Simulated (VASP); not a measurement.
# ZnS (F-43m) in VASP: further runs

The runs below take ZnS through single point, relaxation of cell and atoms, with LDA.

Everything below comes from runs of VASP 6.6.1. Logs are shortened: lines on timing, memory, paths and dates and some standing lists are left out, and cuts for length are marked.

**Experimental background.**

From “Electronic, vibrational, and thermodynamic properties of ZnS (zincblende and rocksalt structure)”, 2009, arxiv:0911.5022, for a bulk crystal of ZnS at 19 K: band gap 3.85 eV (direct).

The runs below are set against these values where they give the same quantity.

### Step 1. The cell of the first run

The structure is cubic, space group F-43m (No. 216). The conventional cell has a = 5.258 Å, b = 5.258 Å, c = 5.258 Å, α = 90.00°, β = 90.00°, γ = 90.00°. Within 3.0 Å of Zn (site symmetry -43m) lie 4 S at 2.28 Å. S (site symmetry -43m) has 4 Zn at 2.28 Å within 3.0 Å.

### Step 2. Single point, LDA

INCAR reads:

```
SYSTEM = ZnS
  ALGO = Normal
  EDIFF = 1E-6
  ENCUT = 520
  ISIF = 2
  ISMEAR = 0
  LASPH = .True.
  LCHARG = .True.
  LELF = .True.
  LREAL = .False.
  LVHAR = .True.
  LWAVE = .False.
  NBANDS = 16
  NELM = 80
  PREC = Accurate
  SIGMA = 0.01
```

KPOINTS reads:

```
k-points
0
Gamma
  10 10 10
  0 0 0
```

POSCAR reads:

```
ZnS
1.0
    0.0000000000      2.6290005389      2.6290005389
    2.6290005389      0.0000000000      2.6290005389
    2.6290005389      2.6290005389      0.0000000000
Zn S
1 1
Direct
    0.0000000000      0.0000000000      0.0000000000
    0.7500000000      0.7500000000      0.7500000000
```

Potentials or basis: VASP PAW LDA potentials, release 64 (Zn, S).

The run is started by

```
$ cat potpaw_LDA.64/Zn/POTCAR potpaw_LDA.64/S/POTCAR > POTCAR
$ mpirun -np 1 vasp_std > vasp.out
```

OUTCAR:

```text
SYSTEM = ZnS
   EDIFF = 1E-6
   ENCUT = 520
   ISIF = 2
   ISMEAR = 0
   LASPH = .True.
   LREAL = .False.
   NELM = 80
   PREC = Accurate

 ion  position               nearest neighbor table
   1  0.000  0.000  0.000-   2 2.28   2 2.28   2 2.28   2 2.28
   2  0.750  0.750  0.750-   1 2.28   1 2.28   1 2.28   1 2.28

  LATTYP: Found a face centered cubic cell.
 ALAT       =     5.2580010778

  Lattice vectors:

 A1 = (   0.0000000000,   2.6290005389,   2.6290005389)
 A2 = (   2.6290005389,   0.0000000000,   2.6290005389)
 A3 = (   2.6290005389,   2.6290005389,   0.0000000000)

Analysis of symmetry for initial positions (statically):
=====================================================================
 Subroutine PRICEL returns:
 Original cell was already a primitive cell.

 Routine SETGRP: Setting up the symmetry group for a
 face centered cubic supercell.

 Subroutine GETGRP returns: Found 24 space group operations
 (whereof 24 operations were pure point group operations)
 out of a pool of 48 trial point group operations.

The static configuration has the point symmetry T_d .

Analysis of symmetry for dynamics (positions and initial velocities):
=====================================================================
 Subroutine PRICEL returns:
 Original cell was already a primitive cell.

 Routine SETGRP: Setting up the symmetry group for a
 face centered cubic supercell.

 Subroutine GETGRP returns: Found 24 space group operations
 (whereof 24 operations were pure point group operations)
 out of a pool of 48 trial point group operations.

The dynamic configuration has the point symmetry T_d .

 Subroutine INISYM returns: Found 24 space group operations
 (whereof 24 operations are pure point group operations),
 and found     1 'primitive' translations

----------------------------------------------------------------------------------------

                                     Primitive cell

  volume of cell :      36.3414

  direct lattice vectors                    reciprocal lattice vectors
     0.000000000  2.629000539  2.629000539    -0.190186344  0.190186344  0.190186344
     2.629000539  0.000000000  2.629000539     0.190186344 -0.190186344  0.190186344
     2.629000539  2.629000539  0.000000000     0.190186344  0.190186344 -0.190186344

  length of vectors
     3.717968218  3.717968218  3.717968218     0.329412410  0.329412410  0.329412410

  position of ions in fractional coordinates (direct lattice)
     0.000000000  0.000000000  0.000000000
     0.750000000  0.750000000  0.750000000

  ion indices of the primitive-cell ions
   primitive index   ion index
                 1           1
                 2           2

----------------------------------------------------------------------------------------

 KPOINTS: k-points

Automatic generation of k-mesh.
 Grid dimensions read from file:
 generate k-points for:   10   10   10

 Generating k-lattice:

  Cartesian coordinates                     Fractional coordinates (reciprocal lattice)
    -0.019018634  0.019018634  0.019018634     0.100000000  0.000000000  0.000000000
     0.019018634 -0.019018634  0.019018634     0.000000000  0.100000000  0.000000000
     0.019018634  0.019018634 -0.019018634     0.000000000  0.000000000  0.100000000

  Length of vectors
     0.032941241  0.032941241  0.032941241

  Shift w.r.t. Gamma in fractional coordinates (k-lattice)
     0.000000000  0.000000000  0.000000000

 Subroutine IBZKPT returns following result:
 ===========================================

 Found     47 irreducible k-points:

 Following reciprocal coordinates:
            Coordinates               Weight
  0.000000  0.000000  0.000000      1.000000
  0.100000  0.000000  0.000000      8.000000
  0.200000  0.000000  0.000000      8.000000
  0.300000  0.000000  0.000000      8.000000
  0.400000  0.000000  0.000000      8.000000
  0.500000  0.000000  0.000000      4.000000
[... 16 lines left out ...]
  0.300000  0.300000  0.000000      6.000000
  0.400000  0.300000  0.000000     24.000000
 [... further k-points ...]
   k-points           NKPTS =     47   k-points in BZ     NKDIM =     47   number of bands    NBANDS=     16
   number of dos      NEDOS =    301   number of ions     NIONS =      2
   total plane-waves  NPLWV =  21952
   dimension x,y,z NGX =    28 NGY =   28 NGZ =   28
   dimension x,y,z NGXF=    56 NGYF=   56 NGZF=   56
   ions per type =               1   1
   NGX,Y,Z   is equivalent  to a cutoff of  12.52, 12.52, 12.52 a.u.
   NGXF,Y,Z  is equivalent  to a cutoff of  25.04, 25.04, 25.04 a.u.
 SYSTEM =  ZnS
   PREC   = accura    normal or accurate (medium, high low for compatibility)
   ISTART =      0    job   : 0-new  1-cont  2-samecut
   ICHARG =      2    charge: 1-file 2-atom 10-const
   ISPIN  =      1    spin polarized calculation?
   LNONCOLLINEAR =      F non collinear calculations
   LSORBIT =      F    spin-orbit coupling
   LASPH  =      T    aspherical Exc in radial PAW
   ENCUT  =  520.0 eV  38.22 Ry    6.18 a.u.   6.91  6.91  6.91*2*pi/ulx,y,z
   NELM   =     80;   NELMIN=  2; NELMDL= -5     # of ELM steps
   EDIFF  = 0.1E-05   stopping-criterion for ELM
   LREAL  =      F    real-space projection
   EDIFFG = 0.1E-04   stopping-criterion for IOM
   NSW    =      0    number of steps for IOM
   IBRION =     -1    ionic relax: 0-MD 1-quasi-New 2-CG
   NFREE  =      0    steps in history (QN), initial steepest desc. (CG)
   ISIF   =      2    stress and relaxation
   ISYM   =      2    0-nonsym 1-usesym 2-fastsym
   POTIM  = 0.5000    time-step for ionic-motion
   TEBEG  =    0.0;   TEEND  =   0.0 temperature during run
   PSTRESS=    0.0 pullay stress
   NELECT =      18.0000    total number of electrons
   NUPDOWN=      -1.0000    fix difference up-down
   EMIN   =  10.00;   EMAX   =-10.00  energy-range for DOS
   EFERMI =   0.00;   METHOD = LEGACY
   ISMEAR =     0;   SIGMA  =   0.01  broadening in eV -4-tet -1-fermi 0-gaus
   EFERMI_NEDOS =   21; number of points for ismear=-14 and -15
   IALGO  =     38    algorithm
   IMIX   =      4    mixing-type and parameters
     AMIX     =   0.40;   BMIX     =  1.00
     AMIX_MAG =   1.60;   BMIX_MAG =  1.00
  volume/ion in A,a.u.               =      18.17       122.62
  Fermi-wavevector in a.u.,A,eV,Ry     =   1.295284  2.447732 22.827318  1.677761
  Thomas-Fermi vector in A             =   2.426813
   LORBIT       =      0    0 simple, 1 ext, 2 COOP (PROOUT), +10 PAW based schemes
   GGA     = CA    functional components
   LHFCALC =     F    Hartree Fock is set to
   AEXX    =    0.0000 exact exchange contribution
   IVDW    =     0    specifies the selected vdW correction
   LEPSILON=     F    determine dielectric tensor
   LRPA    =     F    only Hartree local field effects (RPA)
 non-spin polarized calculation
 Gauss-broadening in eV      SIGMA  =   0.01
  energy-cutoff  :      520.00
  volume of cell :       36.34
 maximum number of plane-waves:       990
   NGX = 13   NGY = 13   NGZ = 13

 number of electron      17.9999998 magnetization

 Free energy of the ion-electron system (eV)
  ---------------------------------------------------
  ext. energy  EPLUGINS =         0.00000000
  ---------------------------------------------------
  free energy    TOTEN  =        -8.20138101 eV

  energy without entropy =       -8.20138101  energy(sigma->0) =       -8.20138101

 E-fermi :   2.8542     XC(G=0): -10.4196

 val. band max:        2.7400286303   @ k =   0.0000   0.0000   0.0000
 cond. band min:       5.0021032071   @ k =   0.0000   0.0000   0.0000
 fundamental gap:      2.2620745768
 Fermi energy:         2.8541600361

 k-point     1 :       0.0000    0.0000    0.0000
  band No.  band energies     occupation
      1     -10.9784      2.00000
      2      -4.1226      2.00000
      3      -4.1226      2.00000
      4      -4.1226      2.00000
      5      -3.5417      2.00000
      6      -3.5417      2.00000
[... 8 lines left out ...]
     15      14.5908      0.00000
     16      14.7266      0.00000

 k-point     2 :       0.1000    0.0000    0.0000
  band No.  band energies     occupation
      1     -10.8899      2.00000
      2      -4.1272      2.00000
      3      -4.1065      2.00000
      4      -4.1065      2.00000
      5      -3.5434      2.00000
      6      -3.5434      2.00000
[... 8 lines left out ...]
     15      14.0820      0.00000
     16      15.3244      0.00000

 k-point     3 :       0.2000    0.0000    0.0000
  band No.  band energies     occupation
      1     -10.6439      2.00000
      2      -4.1208      2.00000
      3      -4.0669      2.00000
      4      -4.0669      2.00000
      5      -3.5438      2.00000
      6      -3.5438      2.00000
[... 8 lines left out ...]
     15      13.6174      0.00000
     16      15.2221      0.00000

 k-point     4 :       0.3000    0.0000    0.0000
  band No.  band energies     occupation
      1     -10.3053      2.00000
      2      -4.0432      2.00000
      3      -4.0250      2.00000
      4      -4.0250      2.00000
      5      -3.5339      2.00000
      6      -3.5339      2.00000
[... 8 lines left out ...]
     15      14.0270      0.00000
     16      14.6344      0.00000

 k-point     5 :       0.4000    0.0000    0.0000
  band No.  band energies     occupation
      1      -9.9948      2.00000
      2      -3.9988      2.00000
      3      -3.9988      2.00000
      4      -3.7973      2.00000
      5      -3.5149      2.00000
      6      -3.5149      2.00000
[... 8 lines left out ...]
     15      15.2656      0.00000
     16      15.2656      0.00000

 k-point     6 :       0.5000    0.0000    0.0000
  band No.  band energies     occupation
      1      -9.8652      2.00000
      2      -3.9909      2.00000
      3      -3.9909      2.00000
      4      -3.5048      2.00000
      5      -3.5048      2.00000
      6      -3.3330      2.00000
[... 8 lines left out ...]
     15      16.3431      0.00000
     16      16.3431      0.00000

 k-point     7 :       0.1000    0.1000    0.0000
  band No.  band energies     occupation
      1     -10.8603      2.00000
      2      -4.1429      2.00000
      3      -4.0937      2.00000
      4      -4.0937      2.00000
      5      -3.5558      2.00000
      6      -3.5328      2.00000
[... 8 lines left out ...]
     15      14.7243      0.00000
     16      15.6553      0.00000

 k-point     8 :       0.2000    0.1000    0.0000
  band No.  band energies     occupation
      1     -10.6665      2.00000
      2      -4.1519      2.00000
      3      -4.0566      2.00000
      4      -4.0543      2.00000
      5      -3.5665      2.00000
      6      -3.5250      2.00000
[... 8 lines left out ...]
     15      14.5563      0.00000
     16      16.3218      0.00000

 k-point     9 :       0.3000    0.1000    0.0000
  band No.  band energies     occupation
      1     -10.3568      2.00000
      2      -4.1129      2.00000
      3      -4.0085      2.00000
      4      -4.0065      2.00000
      5      -3.5617      2.00000
      6      -3.5146      2.00000
[... 8 lines left out ...]
     15      14.7517      0.00000
     16      15.6925      0.00000
[... 172 lines left out ...]
 k-point    19 :       0.5000    0.2000    0.0000
  band No.  band energies     occupation
      1      -9.7503      2.00000
      2      -4.0247      2.00000
      3      -3.9016      2.00000
      4      -3.7253      2.00000
      5      -3.4948      2.00000
      6      -3.3664      2.00000
[... 8 lines left out ...]
     15      16.4134      0.00000
     16      17.4951      0.00000

 k-point    20 :      -0.4000    0.2000    0.0000
  band No.  band energies     occupation
      1      -9.7203      2.00000
      2      -3.9979      2.00000
      3      -3.9114      2.00000
      4      -3.6233      2.00000
      5      -3.5232      2.00000
      6      -3.3089      2.00000
[... 8 lines left out ...]
     15      14.8530      0.00000
     16      17.2882      0.00000

 k-point    21 :      -0.3000    0.2000    0.0000
  band No.  band energies     occupation
      1      -9.8990      2.00000
      2      -3.9909      2.00000
      3      -3.9442      2.00000
      4      -3.8315      2.00000
      5      -3.5560      2.00000
      6      -3.4699      2.00000
[... 8 lines left out ...]
     15      16.1686      0.00000
     16      17.4364      0.00000

 k-point    22 :      -0.2000    0.2000    0.0000
  band No.  band energies     occupation
      1     -10.1909      2.00000
      2      -4.0395      2.00000
      3      -3.9948      2.00000
      4      -3.9941      2.00000
      5      -3.5700      2.00000
      6      -3.4960      2.00000
[... 8 lines left out ...]
     15      15.8297      0.00000
     16      17.5515      0.00000

 k-point    23 :       0.3000    0.3000    0.0000
  band No.  band energies     occupation
      1     -10.0788      2.00000
      2      -4.2232      2.00000
      3      -3.8900      2.00000
      4      -3.8900      2.00000
      5      -3.5862      2.00000
      6      -3.4808      2.00000
[... 8 lines left out ...]
     15      15.6972      0.00000
     16      19.8206      0.00000

 k-point    24 :       0.4000    0.3000    0.0000
  band No.  band energies     occupation
      1      -9.8336      2.00000
      2      -4.1925      2.00000
      3      -3.8371      2.00000
      4      -3.8303      2.00000
      5      -3.5225      2.00000
      6      -3.4715      2.00000
[... 8 lines left out ...]
     15      16.2845      0.00000
     16      19.0213      0.00000

 [... further k-points ...]
[... 5 lines left out ...]
  --------------------------------------------------------------------------------------
  -------------------------------------------------------------------------------------
  Total        0.5101770      0.5101770      0.5101770      0.0000000      0.0000000      0.0000000
  in kB       22.4920718     22.4920718     22.4920718      0.0000000      0.0000000      0.0000000
  external PRESSURE =      22.4920718 kB  Pullay stress =       0.0000000 kB

 VOLUME and BASIS-vectors are now :
 -----------------------------------------------------------------------------
  energy-cutoff  :      520.00
  volume of cell :       36.34
      direct lattice vectors                 reciprocal lattice vectors
     0.000000000  2.629000539  2.629000539    -0.190186344  0.190186344  0.190186344
     2.629000539  0.000000000  2.629000539     0.190186344 -0.190186344  0.190186344
     2.629000539  2.629000539  0.000000000     0.190186344  0.190186344 -0.190186344

 POSITION                                       TOTAL-FORCE (eV/Angst)
 -----------------------------------------------------------------------------------
      0.00000      0.00000      0.00000        -0.000000     -0.000000     -0.000000
      3.94350      3.94350      3.94350         0.000000      0.000000      0.000000
 -----------------------------------------------------------------------------------
    total drift:                               -0.000001     -0.000001     -0.000001

  FREE ENERGIE OF THE ION-ELECTRON SYSTEM (eV)
  ---------------------------------------------------
  free  energy   TOTEN  =        -8.2013810127 eV

  energy  without entropy=       -8.2013810127  energy(sigma->0) =       -8.20138101
```

Run time: 16 s. Hardware: 1 thread of AMD EPYC 7R13, shared host; peak memory 0.15 GiB.

What came out:

- Free energy: -8.2014 eV
- Pressure: 2.2 GPa
- Band gap on the k mesh: 2.26 eV, direct

As with any semilocal functional, this LDA gap is likely too small.

### Step 3. Relaxation of cell and atoms, LDA, target pressure 50 GPa, at which the enthalpy is minimised

This run uses another cell than the first one, of 18.57 Å³/atom, 1.022 times its volume.

INCAR reads:

```
  ALGO = Normal
  EDIFF = 1E-6
  EDIFFG = -0.001
  ENCUT = 600
  GGA = CA
  IBRION = 2
  ISIF = 3
  ISMEAR = 0
  LASPH = T
  LCHARG = F
  LREAL = F
  LWAVE = F
  NELM = 100
  NSW = 80
  PREC = Accurate
  PSTRESS = 500.0
  SIGMA = 0.01
```

KPOINTS reads:

```
k-points
0
Gamma
  10 10 10
```

POSCAR reads:

```
ZnS
1.0
    0.0000000000      2.6483447010      2.6483447010
    2.6483447010      0.0000000000      2.6483447010
    2.6483447010      2.6483447010      0.0000000000
Zn S
1 1
Direct
    0.0000000000      0.0000000000      0.0000000000
    0.7500000000      0.7500000000      0.7500000000
```

Potentials or basis: VASP PAW LDA potentials, release 64 (Zn, S).

The run is started by

```
$ cat potpaw_LDA.64/Zn/POTCAR potpaw_LDA.64/S/POTCAR > POTCAR
$ mpirun -np 1 vasp_std > vasp.out
```

It took 2.7 min on 1 thread of AMD EPYC 7R13, shared host; peak memory 0.18 GiB.

Results (log left out):

* Free energy: -7.0632 eV
* Relaxed volume: 13.82 Å³/atom
* Relaxed cell: a = 3.394 Å, b = 3.394 Å, c = 3.394 Å, α = 60.00°, β = 60.00°, γ = 60.00°
* Space group after relaxing (to 0.05 Å): F-43m (No. 216)
* Energy change on relaxing (the enthalpy is what falls): +572.4 meV/atom
* Ionic steps: 17
* Pressure after relaxing: 50.0 GPa
* Band gap on the k mesh: 2.22 eV, indirect (least direct gap 3.60 eV)

Step by step:
| step | energy change (eV) | largest force (eV/Å) | pressure (GPa) | volume (Å³) |
| --- | --- | --- | --- | --- |
| 1 | 0.0000 | 0.0000 | 0.27 | 37.15 |
| 2 | 22.0595 | 0.0000 | 732.82 | 13.97 |
| 3 | 0.6570 | 0.0000 | 33.34 | 29.53 |
| 4 | 0.8781 | 0.0000 | 41.31 | 28.58 |
| 5 | 1.1400 | 0.0000 | 49.88 | 27.66 |
| 6 | 1.1942 | 0.0000 | 51.59 | 27.49 |
| 7 | 1.0481 | 0.0000 | 46.91 | 27.97 |
| 8 | 1.1442 | 0.0000 | 49.98 | 27.65 |
| 9 | 1.1452 | 0.0000 | 50.03 | 27.64 |
| 10 | 1.1451 | 0.0000 | 50.03 | 27.64 |
| 11 | 1.1450 | 0.0000 | 50.02 | 27.64 |
| 12 | 1.1450 | 0.0000 | 50.02 | 27.64 |
| 13 | 1.1450 | 0.0000 | 50.03 | 27.64 |
| 14 | 1.1450 | 0.0000 | 50.03 | 27.64 |
| 15 | 1.1450 | 0.0000 | 50.02 | 27.64 |
| 16 | 1.1449 | 0.0000 | 50.02 | 27.64 |
| 17 | 1.1448 | 0.0000 | 50.01 | 27.65 |

Final structure:
```cif
data_structure
_symmetry_space_group_name_H-M 'P 1'
_symmetry_Int_Tables_number 1
_cell_length_a 3.3940
_cell_length_b 3.3940
_cell_length_c 3.3940
_cell_angle_alpha 60.000
_cell_angle_beta 60.000
_cell_angle_gamma 60.000
_cell_volume 27.65
loop_
_atom_site_label
_atom_site_type_symbol
_atom_site_fract_x
_atom_site_fract_y
_atom_site_fract_z
_atom_site_occupancy
Zn1 Zn 0.00000 0.00000 0.00000 1
S1 S 0.75000 0.75000 0.75000 1
```

Levels at points of the mesh, in eV from the valence-band top:
```
           k point  band 7  band 8  band 9  band 10  band 11  band 12
(0.00, 0.00, 0.00)    0.00    0.00    0.00     3.60     5.71     5.71
(0.50, 0.00, 0.00)   -7.25   -1.54   -1.54     3.69     6.32     6.32
(0.50, 0.50, 0.00)   -6.35   -3.86   -3.86     2.22     3.37    13.85
```

Caveat: the cell is relaxed towards a set pressure, so the enthalpy falls and the energy may rise; the volume moved by over 15 % at a fixed basis, so the end points are rough.

[end of part 1 of 2]
